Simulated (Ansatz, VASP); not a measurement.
**Mo: VASP beside Ansatz**

The input POSCAR:

```
Mo
1.0
    2.7900502024      0.0000000000      0.0000000000
   -1.3950251012      2.4162543531      0.0000000000
    0.0000000000      0.0000000000      2.4578835207
Mo
1
Direct
    0.0000000000      0.0000000000      0.5000000000
```

INCAR.step1

```
SYSTEM = Mo
PREC = Accurate
ENCUT = 520
ISMEAR = 0
SIGMA = 0.15
LREAL = .FALSE.
LASPH = .TRUE.
NELM = 80
NBANDS = 13
GGA = PE
ALGO = Normal
EDIFF = 1E-4
LWAVE = .TRUE.
LCHARG = .FALSE.
```

File INCAR.step2:

```
SYSTEM = Mo
PREC = Accurate
ENCUT = 520
EDIFF = 1E-6
ISMEAR = 0
SIGMA = 0.15
LREAL = .FALSE.
LASPH = .TRUE.
NELM = 80
ALGO = Normal
ISIF = 2
LWAVE = .FALSE.
LCHARG = .FALSE.
METAGGA = R2SCAN
LMIXTAU = .TRUE.
NBANDS = 13
ISTART = 1
```

KPOINTS

```
Automatic mesh
0
G
  24 24 24
  0 0 0
```

Input for Ansatz:

```yaml
crystal:
  lattice:
    - [2.7900502024, 0.0, 0.0]
    - [-1.3950251012, 2.4162543531, 0.0]
    - [0.0, 0.0, 2.4578835207]
  atoms:
    - { symbol: Mo, position: [0.0, 0.0, 0.5] }
basis:
  ecutwfc: 500
kpoints:
  mp_grid: { grid: [24, 24, 24] }
hamiltonian:
  xc: r2scan
scf:
  occupations: { method: gaussian, width: 0.15 }
output:
  forces: true
  stress: true
  eigenvalues: true
```

Change from the starting cell: strain +0.015 along x and y, -0.030 along z, atoms carried along.

Alike in both runs: task single point; functional r2SCAN; k mesh 24 × 24 × 24; occupations gaussian, width 0.15 eV; no spin polarisation.

```csv
,VASP,Ansatz
version,VASP 6.6.1,Ansatz 0.2.0
potentials or method,"VASP PAW PBE potentials, release 64 (Mo_sv), cutoff 520 eV","scalar-relativistic, plane waves, PAW"
valence electrons in the cell,14,14
```

Ansatz gave:

- gap on the k mesh at the Fermi level (eV): none
- pressure (GPa): 0.1
- traceless stress, the component that is largest in VASP (GPa): 7.33

**Question.** Estimate VASP's values.

**Answer.** gap on the k mesh at the Fermi level (eV): none; pressure (GPa): 1.2; traceless stress, the component that is largest in VASP (GPa): 7.89.

VASP's potentials were made for PBE, not for r2SCAN. A gap of «none» marks a metal or a gap that the smearing closes. The functional is the same, so the differences come from potentials, cutoffs and numerics.
